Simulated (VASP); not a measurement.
A run of VASP 6.6.1 is set up as follows.

The input INCAR:

```
SYSTEM = ScAl3N4
PREC = Accurate
ENCUT = 520
EDIFF = 1E-6
ISMEAR = 0
SIGMA = 0.01
LREAL = Auto
LASPH = .True.
NELM = 80
ALGO = Normal
ISIF = 2
LWAVE = .False.
LCHARG = .True.
GGA = CA
LELF = .True.
LVHAR = .True.
NBANDS = 54
```

File KPOINTS:

```
Automatic mesh
0
Gamma
  6 6 4
  0 0 0
```

POSCAR

```
ScAl3N4
1.0
    4.8052704893     -2.7733765745     -0.0071344788
   -3.2058220830     -0.0169330400     -4.8598131143
    3.2373037387      5.6052829177     -0.0013837804
Sc Al N
2 6 8
Direct
    0.3564831359      0.0482380051      0.0077820927
    0.9444323813      0.5425323606      0.1368288122
    0.8390738273      0.0208433015      0.2593345049
    0.3477113365      0.0271042169      0.5107168944
    0.8505796432      0.0292712682      0.7526379630
    0.4244418518      0.5209230486      0.3879364510
    0.9305110116      0.5262800178      0.6315422868
    0.4319865496      0.5352266531      0.8765462697
    0.6048420597      0.5755723775      0.1459590559
    0.1357156974      0.5904084634      0.4104251955
    0.6325368291      0.5894213214      0.6448453648
    0.1326233999      0.5923481358      0.8868516334
    0.7267018711      0.0836756190      0.0208956118
    0.1979351364      0.0765311218      0.2804931216
    0.7071231597      0.0871703194      0.5216063332
    0.2093021096      0.0984537698      0.7615984089
```

Potentials or basis: VASP PAW LDA potentials, release 64 (Sc_sv, Al, N).

Run with:

```console
$ cat potpaw_LDA.64/Sc_sv/POTCAR potpaw_LDA.64/Al/POTCAR potpaw_LDA.64/N/POTCAR > POTCAR
$ mpirun -np 1 vasp_std > vasp.out
```

Q: Estimate the largest force.

A: 1.893 eV/Å.

Q: What does it give for the band gap on the k mesh?

A: 2.63 eV (least direct gap 2.97 eV).

Stress tensor (GPa, compression positive):
```
 10.37  -0.64  -0.04
 -0.64   9.67   0.47
 -0.04   0.47 -12.15
```

Caveat: the cell differs from its parent crystal (atoms moved along the polar distortion); the stress differs along the axes, from -12 to 10 GPa; forces of over 1 eV/Å act on the atoms, so gaps and moduli don't describe the material at rest. A k mesh can miss the band edges.
